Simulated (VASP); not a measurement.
A run of VASP 6.6.1:

Contents of POSCAR:

```
Hf
1.0
    0.0000000000      2.4919911933      1.7618377736
    2.4919911933      0.0000000000      1.7618377736
    2.4919911933      2.4919911933      0.0000000000
Hf
1
Direct
    0.0000000000      0.0000000000      0.0000000000
```

The input INCAR.step1:

```
ALGO     = Normal         # electronic algorithm
EDIFF    = 1E-4           # SCF threshold, eV
ENCUT    = 520            # plane-wave cutoff, eV
GGA      = PE             # functional
ISMEAR   = 0              # smearing method
LASPH    = T              # aspherical terms in the spheres
LCHARG   = F              # write CHGCAR
LREAL    = F              # projectors in reciprocal space
LWAVE    = T              # write WAVECAR
NBANDS   = 11             # bands
NELM     = 60             # most SCF steps
PREC     = Accurate       # precision mode
SIGMA    = 0.15           # smearing width, eV
```

Contents of INCAR.step2:

```
ALGO     = Normal         # electronic algorithm
EDIFF    = 1E-6           # SCF threshold, eV
ENCUT    = 520            # plane-wave cutoff, eV
ISIF     = 2              # what is computed and relaxed
ISMEAR   = 0              # smearing method
ISTART   = 1            
LASPH    = T              # aspherical terms in the spheres
LCHARG   = F              # write CHGCAR
LMIXTAU  = T            
LREAL    = F              # projectors in reciprocal space
LWAVE    = F              # write WAVECAR
METAGGA  = R2SCAN         # meta-GGA
NBANDS   = 11             # bands
NELM     = 60             # most SCF steps
PREC     = Accurate       # precision mode
SIGMA    = 0.15           # smearing width, eV
```

File KPOINTS:

```
k-points
0
Gamma
  20 20 20
```

Potentials or basis: VASP PAW PBE potentials, release 64 (Hf_pv).

Command:

```console
$ cat potpaw_PBE.64/Hf_pv/POTCAR > POTCAR
$ cp INCAR.step1 INCAR
$ mpirun -np 1 vasp_std > vasp.out
$ cp INCAR.step2 INCAR
$ mpirun -np 1 vasp_std > vasp.out
```

Hardware: 1 thread of Intel Xeon 6975P-C, with other jobs on the host.

How long does it take, and how much memory?

Wall time 5.1 min on 1 thread of Intel Xeon 6975P-C, with other jobs on the host, peak memory 0.28 GiB. Counts: k points 641.
